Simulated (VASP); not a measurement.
# BaTe (Fm-3m) in VASP: a series of runs

BaTe is run at these levels: PBE, PBEsol; tasks: single point.

Everything below comes from runs of VASP 6.6.1. Logs are shortened: lines on timing, memory, paths and dates and some standing lists are left out, and cuts for length are marked.

## (1) The cell of the first run

Symmetry: Fm-3m, No. 225, cubic system. Conventional cell: a = 6.820 Å, b = 6.820 Å, c = 6.820 Å, α = 90.00°, β = 90.00°, γ = 90.00°. Within 4.5 Å of Ba (site symmetry m-3m) lie 6 Te at 3.41 Å. Within 4.5 Å of Te (site symmetry m-3m) lie 6 Ba at 3.41 Å.

## (2) Single point, PBE

INCAR reads:

```
ALGO = Normal
EDIFF = 1E-6
ENCUT = 520
GGA = PE
ISIF = 2
ISMEAR = 0
LASPH = True
LCHARG = False
LREAL = False
LWAVE = False
NBANDS = 15
NELM = 60
PREC = Accurate
SIGMA = 0.02
```

KPOINTS reads:

```
k-points
0
Gamma
  7 7 7
```

POSCAR reads:

```
BaTe
1.0
    0.0000000000      3.4100000000      3.4100000000
    3.4100000000      0.0000000000      3.4100000000
    3.4100000000      3.4100000000      0.0000000000
Ba Te
1 1
Direct
    0.0000000000      0.0000000000      0.0000000000
    0.5000000000      0.5000000000      0.5000000000
```

Potentials or basis: VASP PAW PBE potentials, release 64 (Ba_sv, Te).

The run is started by

```sh
cat potpaw_PBE.64/Ba_sv/POTCAR potpaw_PBE.64/Te/POTCAR > POTCAR
mpirun -np 1 vasp_std > vasp.out
```

OUTCAR:

```text
EDIFF = 1E-6
   ENCUT = 520
   GGA = PE
   ISIF = 2
   ISMEAR = 0
   LASPH = True
   LREAL = False
   NELM = 60
   PREC = Accurate

 ion  position               nearest neighbor table
   1  0.000  0.000  0.000-   2 3.41   2 3.41   2 3.41   2 3.41   2 3.41   2 3.41
   2  0.500  0.500  0.500-   1 3.41   1 3.41   1 3.41   1 3.41   1 3.41   1 3.41

  LATTYP: Found a face centered cubic cell.
 ALAT       =     6.8200000000

  Lattice vectors:

 A1 = (   0.0000000000,   3.4100000000,   3.4100000000)
 A2 = (   3.4100000000,   0.0000000000,   3.4100000000)
 A3 = (   3.4100000000,   3.4100000000,   0.0000000000)

Analysis of symmetry for initial positions (statically):
=====================================================================
 Subroutine PRICEL returns:
 Original cell was already a primitive cell.

 Routine SETGRP: Setting up the symmetry group for a
 face centered cubic supercell.

 Subroutine GETGRP returns: Found 48 space group operations
 (whereof 48 operations were pure point group operations)
 out of a pool of 48 trial point group operations.

The static configuration has the point symmetry O_h .

Analysis of symmetry for dynamics (positions and initial velocities):
=====================================================================
 Subroutine PRICEL returns:
 Original cell was already a primitive cell.

 Routine SETGRP: Setting up the symmetry group for a
 face centered cubic supercell.

 Subroutine GETGRP returns: Found 48 space group operations
 (whereof 48 operations were pure point group operations)
 out of a pool of 48 trial point group operations.

The dynamic configuration has the point symmetry O_h .

 Subroutine INISYM returns: Found 48 space group operations
 (whereof 48 operations are pure point group operations),
 and found     1 'primitive' translations

----------------------------------------------------------------------------------------

                                     Primitive cell

  volume of cell :      79.3036

  direct lattice vectors                    reciprocal lattice vectors
     0.000000000  3.410000000  3.410000000    -0.146627566  0.146627566  0.146627566
     3.410000000  0.000000000  3.410000000     0.146627566 -0.146627566  0.146627566
     3.410000000  3.410000000  0.000000000     0.146627566  0.146627566 -0.146627566

  length of vectors
     4.822468248  4.822468248  4.822468248     0.253966394  0.253966394  0.253966394

  position of ions in fractional coordinates (direct lattice)
[... 8 lines left out ...]
----------------------------------------------------------------------------------------

 KPOINTS: k-points

Automatic generation of k-mesh.
 Grid dimensions read from file:
 generate k-points for:    7    7    7

 Generating k-lattice:

  Cartesian coordinates                     Fractional coordinates (reciprocal lattice)
    -0.020946795  0.020946795  0.020946795     0.142857143  0.000000000  0.000000000
     0.020946795 -0.020946795  0.020946795     0.000000000  0.142857143  0.000000000
     0.020946795  0.020946795 -0.020946795     0.000000000  0.000000000  0.142857143

  Length of vectors
     0.036280913  0.036280913  0.036280913

  Shift w.r.t. Gamma in fractional coordinates (k-lattice)
     0.000000000  0.000000000  0.000000000

 Subroutine IBZKPT returns following result:
 ===========================================

 Found     20 irreducible k-points:

 Following reciprocal coordinates:
            Coordinates               Weight
  0.000000  0.000000  0.000000      1.000000
  0.142857  0.000000  0.000000      8.000000
  0.285714  0.000000  0.000000      8.000000
  0.428571  0.000000  0.000000      8.000000
  0.142857  0.142857  0.000000      6.000000
  0.285714  0.142857  0.000000     24.000000
[... 12 lines left out ...]
 -0.428571  0.428571  0.142857     24.000000
 -0.285714  0.428571  0.142857     24.000000
   k-points           NKPTS =     20   k-points in BZ     NKDIM =     20   number of bands    NBANDS=     15
   number of dos      NEDOS =    301   number of ions     NIONS =      2
   total plane-waves  NPLWV =  46656
   dimension x,y,z NGX =    36 NGY =   36 NGZ =   36
   dimension x,y,z NGXF=    72 NGYF=   72 NGZF=   72
   ions per type =               1   1
   NGX,Y,Z   is equivalent  to a cutoff of  12.41, 12.41, 12.41 a.u.
   NGXF,Y,Z  is equivalent  to a cutoff of  24.82, 24.82, 24.82 a.u.
 SYSTEM =  unknown system
   PREC   = accura    normal or accurate (medium, high low for compatibility)
   ISTART =      0    job   : 0-new  1-cont  2-samecut
   ICHARG =      2    charge: 1-file 2-atom 10-const
   ISPIN  =      1    spin polarized calculation?
   LNONCOLLINEAR =      F non collinear calculations
   LSORBIT =      F    spin-orbit coupling
   LASPH  =      T    aspherical Exc in radial PAW
   ENCUT  =  520.0 eV  38.22 Ry    6.18 a.u.   8.97  8.97  8.97*2*pi/ulx,y,z
   NELM   =     60;   NELMIN=  2; NELMDL= -5     # of ELM steps
   EDIFF  = 0.1E-05   stopping-criterion for ELM
   LREAL  =      F    real-space projection
[... 7 lines left out ...]
   TEBEG  =    0.0;   TEEND  =   0.0 temperature during run
   PSTRESS=    0.0 pullay stress
   NELECT =      16.0000    total number of electrons
   NUPDOWN=      -1.0000    fix difference up-down
   EMIN   =  10.00;   EMAX   =-10.00  energy-range for DOS
   EFERMI =   0.00;   METHOD = LEGACY
   ISMEAR =     0;   SIGMA  =   0.02  broadening in eV -4-tet -1-fermi 0-gaus
   EFERMI_NEDOS =   21; number of points for ismear=-14 and -15
   IALGO  =     38    algorithm
   IMIX   =      4    mixing-type and parameters
     AMIX     =   0.40;   BMIX     =  1.00
     AMIX_MAG =   1.60;   BMIX_MAG =  1.00
  volume/ion in A,a.u.               =      39.65       267.58
  Fermi-wavevector in a.u.,A,eV,Ry     =   0.960175  1.814468 12.543704  0.921936
  Thomas-Fermi vector in A             =   2.089436
   LORBIT       =      0    0 simple, 1 ext, 2 COOP (PROOUT), +10 PAW based schemes
   GGA     = PE    functional components
   LHFCALC =     F    Hartree Fock is set to
   AEXX    =    0.0000 exact exchange contribution
   IVDW    =     0    specifies the selected vdW correction
   LEPSILON=     F    determine dielectric tensor
   LRPA    =     F    only Hartree local field effects (RPA)
 non-spin polarized calculation
 Gauss-broadening in eV      SIGMA  =   0.02
  energy-cutoff  :      520.00
  volume of cell :       79.30
 maximum number of plane-waves:      2145
   NGX = 17   NGY = 17   NGZ = 17

 number of electron      16.0000000 magnetization

 Free energy of the ion-electron system (eV)
  ---------------------------------------------------
  ext. energy  EPLUGINS =         0.00000000
  ---------------------------------------------------
  free energy    TOTEN  =        -8.51265423 eV

  energy without entropy =       -8.51265423  energy(sigma->0) =       -8.51265423

 E-fermi :   2.9294     XC(G=0):  -8.5642

 val. band max:        2.7959553154   @ k =   0.0000   0.0000   0.0000
 cond. band min:       4.1759848370   @ k =   0.4286   0.4286   0.0000
 fundamental gap:      1.3800295216
 Fermi energy:         2.9293509164

 k-point     1 :       0.0000    0.0000    0.0000
  band No.  band energies     occupation
      1     -24.0338      2.00000
      2      -9.2067      2.00000
      3      -9.2067      2.00000
      4      -9.2067      2.00000
      5      -6.9309      2.00000
      6       2.7960      2.00000
      7       2.7960      2.00000
      8       2.7960      2.00000
      9       5.6586      0.00000
     10       5.6586      0.00000
     11       5.6586      0.00000
     12       6.0236      0.00000
     13       6.3622      0.00000
     14       6.3622      0.00000
     15       9.7744      0.00000

 k-point     2 :       0.1429    0.0000    0.0000
  band No.  band energies     occupation
      1     -24.0299      2.00000
      2      -9.3491      2.00000
      3      -9.2093      2.00000
      4      -9.2093      2.00000
      5      -6.7243      2.00000
      6       2.1003      2.00000
      7       2.4463      2.00000
      8       2.4463      2.00000
      9       5.7271      0.00000
     10       5.9346      0.00000
     11       5.9346      0.00000
     12       6.8891      0.00000
     13       7.0143      0.00000
     14       7.0143      0.00000
     15      10.4704      0.00000

 k-point     3 :       0.2857    0.0000    0.0000
  band No.  band energies     occupation
      1     -24.0212      2.00000
      2      -9.6113      2.00000
      3      -9.2150      2.00000
      4      -9.2150      2.00000
      5      -6.3056      2.00000
      6       1.0608      2.00000
      7       1.8833      2.00000
      8       1.8833      2.00000
      9       6.0265      0.00000
     10       6.6579      0.00000
     11       6.6579      0.00000
     12       8.3140      0.00000
     13       8.5016      0.00000
     14       8.5016      0.00000
     15      11.3434      0.00000

 k-point     4 :       0.4286    0.0000    0.0000
  band No.  band energies     occupation
      1     -24.0142      2.00000
      2      -9.7860      2.00000
      3      -9.2195      2.00000
      4      -9.2195      2.00000
      5      -5.9904      2.00000
      6       0.4184      2.00000
      7       1.5409      2.00000
      8       1.5409      2.00000
      9       6.7665      0.00000
     10       7.6093      0.00000
     11       7.6093      0.00000
     12       8.0933      0.00000
     13       9.9265      0.00000
     14       9.9265      0.00000
     15      10.7530      0.00000
[... 235 lines left out ...]
 k-point    18 :      -0.4286    0.2857    0.1429
  band No.  band energies     occupation
      1     -24.0099      2.00000
      2      -9.6380      2.00000
      3      -9.3359      2.00000
      4      -9.2670      2.00000
      5      -6.2394      2.00000
      6       0.9150      2.00000
      7       1.6404      2.00000
      8       1.8269      2.00000
      9       6.0677      0.00000
     10       7.1587      0.00000
     11       7.9733      0.00000
     12       8.3042      0.00000
     13       9.0389      0.00000
     14      10.1715      0.00000
     15      11.0062      0.00000

 k-point    19 :      -0.4286    0.4286    0.1429
  band No.  band energies     occupation
      1     -24.0076      2.00000
      2      -9.5133      2.00000
      3      -9.3486      2.00000
      4      -9.3438      2.00000
      5      -6.4797      2.00000
      6       1.4431      2.00000
      7       1.8152      2.00000
      8       2.0756      2.00000
      9       5.0594      0.00000
     10       7.6201      0.00000
     11       7.7757      0.00000
     12       8.7173      0.00000
     13       8.7757      0.00000
     14       9.1832      0.00000
     15      11.0850      0.00000

 k-point    20 :      -0.2857    0.4286    0.1429
  band No.  band energies     occupation
      1     -24.0070      2.00000
      2      -9.5065      2.00000
      3      -9.4211      2.00000
      4      -9.3228      2.00000
      5      -6.3763      2.00000
      6       1.2793      2.00000
      7       1.7579      2.00000
      8       1.8234      2.00000
      9       5.9366      0.00000
     10       6.8398      0.00000
     11       8.0461      0.00000
     12       8.3964      0.00000
     13       8.6229      0.00000
     14      10.6604      0.00000
     15      11.3538      0.00000

------------------------ aborting loop because EDIFF is reached ----------------------------------------

  FORCE on cell =-STRESS in cart. coord.  units (eV):
  Direction    XX          YY          ZZ          XY          YZ          ZX
  --------------------------------------------------------------------------------------
  -------------------------------------------------------------------------------------
  Total        2.1008174      2.1008174      2.1008174      0.0000000     -0.0000000      0.0000000
  in kB       42.4429679     42.4429679     42.4429679      0.0000000     -0.0000000      0.0000000
  external PRESSURE =      42.4429679 kB  Pullay stress =       0.0000000 kB

 VOLUME and BASIS-vectors are now :
 -----------------------------------------------------------------------------
  energy-cutoff  :      520.00
  volume of cell :       79.30
      direct lattice vectors                 reciprocal lattice vectors
     0.000000000  3.410000000  3.410000000    -0.146627566  0.146627566  0.146627566
     3.410000000  0.000000000  3.410000000     0.146627566 -0.146627566  0.146627566
     3.410000000  3.410000000  0.000000000     0.146627566  0.146627566 -0.146627566

 POSITION                                       TOTAL-FORCE (eV/Angst)
 -----------------------------------------------------------------------------------
      0.00000      0.00000      0.00000        -0.000000      0.000000     -0.000000
      3.41000      3.41000      3.41000         0.000000     -0.000000      0.000000
 -----------------------------------------------------------------------------------
    total drift:                                0.000000      0.000000      0.000000

  FREE ENERGIE OF THE ION-ELECTRON SYSTEM (eV)
  ---------------------------------------------------
  free  energy   TOTEN  =        -8.5126542341 eV

  energy  without entropy=       -8.5126542341  energy(sigma->0) =       -8.51265423
```

It took 12 s on 1 thread of AMD EPYC 9R45 (Zen 5), shared host; peak memory 0.18 GiB.

Results:

* Free energy: -8.5127 eV
* Pressure: 4.2 GPa
* Band gap on the k mesh: 1.38 eV, indirect (least direct gap 1.76 eV)

Caveat: spin-orbit coupling is left out, which moves the levels of the heavy elements.

## (3) Single point, PBEsol

INCAR reads:

```
PREC = Accurate ; ENCUT = 520
EDIFF = 1E-6 ; ISMEAR = -1
SIGMA = 0.05 ; LREAL = False
LASPH = True ; NELM = 100
ALGO = Normal ; ISIF = 2
LWAVE = False ; LCHARG = False
GGA = PS ; NBANDS = 15
```

KPOINTS reads:

```
regular mesh
0
Gamma
  6 6 6
```

POSCAR is that of step 2.

Potentials or basis: VASP PAW PBE potentials, release 64 (Ba_sv, Te).

The run is started by

```sh
cat potpaw_PBE.64/Ba_sv/POTCAR potpaw_PBE.64/Te/POTCAR > POTCAR
mpirun -np 1 vasp_std > vasp.out
```

Run time: 17 s. Hardware: 1 thread of Intel Xeon Platinum 8375C at 2.90GHz (Ice Lake), shared host; peak memory 0.21 GiB.

It converged, with:

* Free energy: -9.1540 eV
* Pressure: 2.4 GPa
* Band gap on the k mesh: 1.24 eV, indirect (least direct gap 1.62 eV)

Levels at points of the mesh, in eV from the valence-band top:
```tsv
k point	band 4	band 5	band 6	band 7	band 8	band 9	band 10	band 11	band 12	band 13
(0.00, 0.00, 0.00)	-11.95	-9.76	0.00	0.00	0.00	2.80	2.80	2.80	3.07	3.53
(0.50, 0.00, 0.00)	-11.97	-8.76	-2.51	-1.32	-1.32	4.18	4.88	5.00	5.00	7.07
(0.50, 0.50, 0.00)	-12.07	-9.53	-1.17	-0.38	-0.38	1.24	4.53	4.88	5.93	5.98
```

Caveat: the PAW data sets were made with another functional, which shifts forces and pressure a little; spin-orbit coupling is left out, which moves the levels of the heavy elements.
